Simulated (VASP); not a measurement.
# BN (R3m) in VASP: further runs

The runs below take BN through electric field gradients, with PBE.

All numbers are computed with VASP 6.6.1; they aren't measurements. Logs are shortened: lines on timing, memory, paths and dates and some standing lists are left out, and cuts for length are marked.

**1. The cell of the first run**

Symmetry: R3m, No. 160, trigonal system. Conventional cell: a = 2.531 Å, b = 2.531 Å, c = 6.387 Å, α = 90.00°, β = 90.00°, γ = 120.00°. Within 2.1 Å of B (site symmetry 3m) lie 4 N at 1.55 to 1.60 Å. N (site symmetry 3m) has 4 B at 1.55 to 1.60 Å within 2.1 Å.

**2. Electric field gradients, PBE (equal xy, yz and zx shear strains of +2 %)**

INCAR reads:

```
SYSTEM = BN
PREC = Accurate ; ENCUT = 520
EDIFF = 1E-8 ; ISMEAR = -1
SIGMA = 0.03 ; LREAL = .False.
LASPH = .True. ; NELM = 100
ALGO = Normal ; ISIF = 2
LWAVE = .False. ; LCHARG = .False.
GGA = PE ; LEFG = .True.
NBANDS = 11
```

KPOINTS reads:

```
regular mesh
0
Gamma
  13 13 13
  0 0 0
```

POSCAR reads:

```
BN
1.0
    0.0361500000      1.8255750000      1.8255750000
    1.8255750000      0.0361500000      1.8255750000
    1.8255750000      1.8255750000      0.0361500000
B N
1 1
Direct
    0.0000000000      0.0000000000      0.0000000000
    0.7500000000      0.7500000000      0.7500000000
```

Potentials or basis: VASP PAW PBE potentials, release 64 (B, N).

The run is started by

```
> cat potpaw_PBE.64/B/POTCAR potpaw_PBE.64/N/POTCAR > POTCAR
> mpirun -np 1 vasp_std > vasp.out
```

OUTCAR:

```text
SYSTEM = BN
   PREC = Accurate
   ENCUT = 520
   EDIFF = 1E-8
   ISMEAR = -1
   LREAL = .False.
   LASPH = .True.
   NELM = 100
   ISIF = 2
   GGA = PE

 ion  position               nearest neighbor table
   1  0.000  0.000  0.000-   2 1.55   2 1.55   2 1.55   2 1.60
   2  0.750  0.750  0.750-   1 1.55   1 1.55   1 1.55   1 1.60

  LATTYP: Found a trigonal (rhomboedric) cell.
 ALAT       =     2.5820059999
 COS(alpha) =     0.5197000882

  Lattice vectors:

 A1 = (   0.0361500000,   1.8255750000,   1.8255750000)
 A2 = (   1.8255750000,   0.0361500000,   1.8255750000)
 A3 = (   1.8255750000,   1.8255750000,   0.0361500000)

Analysis of symmetry for initial positions (statically):
=====================================================================
 Subroutine PRICEL returns:
 Original cell was already a primitive cell.

 Routine SETGRP: Setting up the symmetry group for a
 trigonal (rhombohedral) supercell.

 Subroutine GETGRP returns: Found  6 space group operations
 (whereof  6 operations were pure point group operations)
 out of a pool of 12 trial point group operations.

The static configuration has the point symmetry C_3v.

Analysis of symmetry for dynamics (positions and initial velocities):
=====================================================================
 Subroutine PRICEL returns:
 Original cell was already a primitive cell.

 Routine SETGRP: Setting up the symmetry group for a
 trigonal (rhombohedral) supercell.

 Subroutine GETGRP returns: Found  6 space group operations
 (whereof  6 operations were pure point group operations)
 out of a pool of 12 trial point group operations.

The dynamic configuration has the point symmetry C_3v.

 Subroutine INISYM returns: Found  6 space group operations
 (whereof  6 operations are pure point group operations),
 and found     1 'primitive' translations

----------------------------------------------------------------------------------------

                                     Primitive cell

  volume of cell :      11.8069

  direct lattice vectors                    reciprocal lattice vectors
     0.036150000  1.825575000  1.825575000    -0.282158772  0.276679961  0.276679961
     1.825575000  0.036150000  1.825575000     0.276679961 -0.282158772  0.276679961
     1.825575000  1.825575000  0.036150000     0.276679961  0.276679961 -0.282158772

  length of vectors
     2.582006000  2.582006000  2.582006000     0.482407685  0.482407685  0.482407685

  position of ions in fractional coordinates (direct lattice)
     0.000000000  0.000000000  0.000000000
     0.750000000  0.750000000  0.750000000

  ion indices of the primitive-cell ions
   primitive index   ion index
                 1           1
                 2           2

----------------------------------------------------------------------------------------

 KPOINTS: regular mesh

Automatic generation of k-mesh.
 Grid dimensions read from file:
 generate k-points for:   13   13   13

 Generating k-lattice:

  Cartesian coordinates                     Fractional coordinates (reciprocal lattice)
    -0.021704521  0.021283074  0.021283074     0.076923077  0.000000000  0.000000000
     0.021283074 -0.021704521  0.021283074     0.000000000  0.076923077  0.000000000
     0.021283074  0.021283074 -0.021704521     0.000000000  0.000000000  0.076923077

  Length of vectors
     0.037108283  0.037108283  0.037108283

  Shift w.r.t. Gamma in fractional coordinates (k-lattice)
     0.000000000  0.000000000  0.000000000

 Subroutine IBZKPT returns following result:
 ===========================================

 Found    231 irreducible k-points:

 Following reciprocal coordinates:
            Coordinates               Weight
  0.000000  0.000000  0.000000      1.000000
  0.076923 -0.000000 -0.000000      6.000000
  0.153846 -0.000000 -0.000000      6.000000
  0.230769  0.000000  0.000000      6.000000
  0.307692 -0.000000 -0.000000      6.000000
  0.384615  0.000000 -0.000000      6.000000
[... 16 lines left out ...]
  0.384615  0.153846 -0.000000     12.000000
  0.461538  0.153846  0.000000     12.000000
 [... further k-points ...]
   k-points           NKPTS =    231   k-points in BZ     NKDIM =    231   number of bands    NBANDS=     11
   number of dos      NEDOS =    301   number of ions     NIONS =      2
   total plane-waves  NPLWV =   8000
   dimension x,y,z NGX =    20 NGY =   20 NGZ =   20
   dimension x,y,z NGXF=    40 NGYF=   40 NGZF=   40
   ions per type =               1   1
   NGX,Y,Z   is equivalent  to a cutoff of  12.88, 12.88, 12.88 a.u.
   NGXF,Y,Z  is equivalent  to a cutoff of  25.75, 25.75, 25.75 a.u.
 SYSTEM =  BN
   PREC   = accura    normal or accurate (medium, high low for compatibility)
   ISTART =      0    job   : 0-new  1-cont  2-samecut
   ICHARG =      2    charge: 1-file 2-atom 10-const
   ISPIN  =      1    spin polarized calculation?
   LNONCOLLINEAR =      F non collinear calculations
   LSORBIT =      F    spin-orbit coupling
   LASPH  =      T    aspherical Exc in radial PAW
   ENCUT  =  520.0 eV  38.22 Ry    6.18 a.u.   4.80  4.80  4.80*2*pi/ulx,y,z
   NELM   =    100;   NELMIN=  2; NELMDL= -5     # of ELM steps
   EDIFF  = 0.1E-07   stopping-criterion for ELM
   LREAL  =      F    real-space projection
   EDIFFG = 0.1E-06   stopping-criterion for IOM
   NSW    =      0    number of steps for IOM
   IBRION =     -1    ionic relax: 0-MD 1-quasi-New 2-CG
   NFREE  =      0    steps in history (QN), initial steepest desc. (CG)
   ISIF   =      2    stress and relaxation
   ISYM   =      2    0-nonsym 1-usesym 2-fastsym
   POTIM  = 0.5000    time-step for ionic-motion
   TEBEG  =    0.0;   TEEND  =   0.0 temperature during run
   PSTRESS=    0.0 pullay stress
   NELECT =       8.0000    total number of electrons
   NUPDOWN=      -1.0000    fix difference up-down
   EMIN   =  10.00;   EMAX   =-10.00  energy-range for DOS
   EFERMI =   0.00;   METHOD = LEGACY
   ISMEAR =    -1;   SIGMA  =   0.03  broadening in eV -4-tet -1-fermi 0-gaus
   EFERMI_NEDOS =   21; number of points for ismear=-14 and -15
   IALGO  =     38    algorithm
   IMIX   =      4    mixing-type and parameters
     AMIX     =   0.40;   BMIX     =  1.00
     AMIX_MAG =   1.60;   BMIX_MAG =  1.00
  volume/ion in A,a.u.               =       5.90        39.84
  Fermi-wavevector in a.u.,A,eV,Ry     =   1.437892  2.717222 28.130509  2.067534
  Thomas-Fermi vector in A             =   2.556920
   LORBIT       =      0    0 simple, 1 ext, 2 COOP (PROOUT), +10 PAW based schemes
   GGA     = PE    functional components
   LHFCALC =     F    Hartree Fock is set to
   AEXX    =    0.0000 exact exchange contribution
   IVDW    =     0    specifies the selected vdW correction
   LEPSILON=     F    determine dielectric tensor
   LRPA    =     F    only Hartree local field effects (RPA)
 non-spin polarized calculation
  energy-cutoff  :      520.00
  volume of cell :       11.81
 maximum number of plane-waves:       332
   NGX =  9   NGY =  9   NGZ =  9

 number of electron       7.9999999 magnetization

 Free energy of the ion-electron system (eV)
  ---------------------------------------------------
  ext. energy  EPLUGINS =         0.00000000
  ---------------------------------------------------
  free energy    TOTEN  =       -17.42997608 eV

  energy without entropy =      -17.42997608  energy(sigma->0) =      -17.42997608

 E-fermi :   8.0733     XC(G=0): -12.8231

 val. band max:        7.4513908702   @ k =   0.0000   0.0000   0.0000
 cond. band min:      11.9187219329   @ k =   0.4615   0.4615  -0.0000
 fundamental gap:      4.4673310627
 Fermi energy:         8.0733363630

 k-point     1 :       0.0000    0.0000    0.0000
  band No.  band energies     occupation
      1     -12.8306      2.00000
      2       7.3109      2.00000
      3       7.4514      2.00000
      4       7.4514      2.00000
      5      15.4929      0.00000
      6      16.4981      0.00000
      7      16.4981      0.00000
      8      17.9876      0.00000
      9      32.1601      0.00000
     10      35.1939      0.00000
     11      35.1939      0.00000

 k-point     2 :       0.0769   -0.0000   -0.0000
  band No.  band energies     occupation
      1     -12.6843      2.00000
      2       6.6655      2.00000
      3       7.1740      2.00000
      4       7.2852      2.00000
      5      15.6945      0.00000
      6      16.6588      0.00000
      7      16.7400      0.00000
      8      18.5037      0.00000
      9      31.9303      0.00000
     10      32.9555      0.00000
     11      33.2569      0.00000

 k-point     3 :       0.1538   -0.0000   -0.0000
  band No.  band energies     occupation
      1     -12.2498      2.00000
      2       4.8314      2.00000
      3       6.7811      2.00000
      4       6.8695      2.00000
      5      16.1477      0.00000
      6      17.0238      0.00000
      7      17.3179      0.00000
      8      19.6878      0.00000
      9      31.0539      0.00000
     10      31.6513      0.00000
     11      31.7666      0.00000

 k-point     4 :       0.2308    0.0000    0.0000
  band No.  band energies     occupation
      1     -11.5433      2.00000
      2       2.5843      2.00000
      3       6.3152      2.00000
      4       6.3672      2.00000
      5      16.5749      0.00000
      6      17.4810      0.00000
      7      17.9086      0.00000
      8      20.9049      0.00000
      9      30.3749      0.00000
     10      31.0703      0.00000
     11      31.2588      0.00000
[... 239 lines left out ...]
 k-point    22 :       0.3077    0.1538   -0.0000
  band No.  band energies     occupation
      1     -10.7870      2.00000
      2       1.9887      2.00000
      3       4.7278      2.00000
      4       5.2412      2.00000
      5      15.4970      0.00000
      6      19.3537      0.00000
      7      19.7452      0.00000
      8      20.4837      0.00000
      9      26.8089      0.00000
     10      33.6918      0.00000
     11      34.9736      0.00000

 k-point    23 :       0.3846    0.1538   -0.0000
  band No.  band energies     occupation
      1      -9.8193      2.00000
      2      -0.0462      2.00000
      3       4.4829      2.00000
      4       4.6509      2.00000
      5      15.8315      0.00000
      6      19.5196      0.00000
      7      19.9763      0.00000
      8      21.2451      0.00000
      9      27.7104      0.00000
     10      33.4568      0.00000
     11      35.1520      0.00000

 k-point    24 :       0.4615    0.1538    0.0000
  band No.  band energies     occupation
      1      -8.8057      2.00000
      2      -1.7869      2.00000
      3       4.0796      2.00000
      4       4.4727      2.00000
      5      16.1104      0.00000
      6      19.3951      0.00000
      7      19.9118      0.00000
      8      22.3871      0.00000
      9      28.3474      0.00000
     10      33.5724      0.00000
     11      35.0774      0.00000

 [... further k-points ...]
[... 5 lines left out ...]
  --------------------------------------------------------------------------------------
  -------------------------------------------------------------------------------------
  Total        0.2823567      0.2823567      0.2823567     -0.6584087     -0.6584087     -0.6584087
  in kB       38.3153913     38.3153913     38.3153913    -89.3450845    -89.3450845    -89.3450845
  external PRESSURE =      38.3153913 kB  Pullay stress =       0.0000000 kB

 VOLUME and BASIS-vectors are now :
 -----------------------------------------------------------------------------
  energy-cutoff  :      520.00
  volume of cell :       11.81
      direct lattice vectors                 reciprocal lattice vectors
     0.036150000  1.825575000  1.825575000    -0.282158772  0.276679961  0.276679961
     1.825575000  0.036150000  1.825575000     0.276679961 -0.282158772  0.276679961
     1.825575000  1.825575000  0.036150000     0.276679961  0.276679961 -0.282158772

 POSITION                                       TOTAL-FORCE (eV/Angst)
 -----------------------------------------------------------------------------------
      0.00000      0.00000      0.00000        -0.013013     -0.013013     -0.013013
      2.76548      2.76548      2.76547         0.013013      0.013013      0.013013
 -----------------------------------------------------------------------------------
    total drift:                                0.000004      0.000004      0.000004

  FREE ENERGIE OF THE ION-ELECTRON SYSTEM (eV)
  ---------------------------------------------------
  free  energy   TOTEN  =       -17.4299760806 eV

  energy  without entropy=      -17.4299760806  energy(sigma->0) =      -17.42997608

 Electric field gradients (V/A^2)
---------------------------------------------------------------------
 ion       V_xx      V_yy      V_zz      V_xy      V_xz      V_yz
---------------------------------------------------------------------
   1      -0.000    -0.000     0.000     1.249     1.249     1.249
   2      -0.000    -0.000     0.000     3.263     3.263     3.263
---------------------------------------------------------------------

 Electric field gradients after diagonalization (V/A^2)
 (convention: |V_zz| > |V_xx| > |V_yy|)
----------------------------------------------------------------------
 ion       V_xx      V_yy      V_zz     asymmetry (V_yy - V_xx)/ V_zz
----------------------------------------------------------------------
   1      -1.249    -1.249     2.499       0.000
   2      -3.263    -3.263     6.527       0.000
----------------------------------------------------------------------

           NMR quadrupolar parameters

 Cq : quadrupolar parameter    Cq=e*Q*V_zz/h
 eta: asymmetry parameters     (V_yy - V_xx)/ V_zz
 Q  : nuclear electric quadrupole moment in mb (millibarn)
----------------------------------------------------------------------
 ion       Cq(MHz)       eta       Q (mb)
----------------------------------------------------------------------
   1       0.006       0.000       1.000
   2       0.016       0.000       1.000
----------------------------------------------------------------------
```

Run time: 19 s. Hardware: 1 thread of Intel Xeon 6975P-C, shared host; peak memory 0.14 GiB.

What came out:

```
Free energy            : -17.4300 eV
Pressure               : 3.8 GPa
Largest force          : 0.023 eV/Å
Band gap on the k mesh : 4.47 eV, indirect (least direct gap 8.04 eV)
```

Forces on the atoms (eV/Å):
```
B   -0.013 -0.013 -0.013
N    0.013  0.013  0.013
```

Electric field gradients, principal values (V/Å²):
| atom | least | middle | greatest (by size) |
| --- | --- | --- | --- |
| 1 B | -1.249 | -1.249 | 2.499 |
| 2 N | -3.263 | -3.263 | 6.527 |

Caveat: the cell differs from its parent crystal (equal xy, yz and zx shear strains of +2 %); without QUAD_EFG the Cq values of the log hold for a quadrupole moment of 1 mb, not for the nuclei. A k mesh can miss the band edges.

(Part 1 of 2 ends here.)
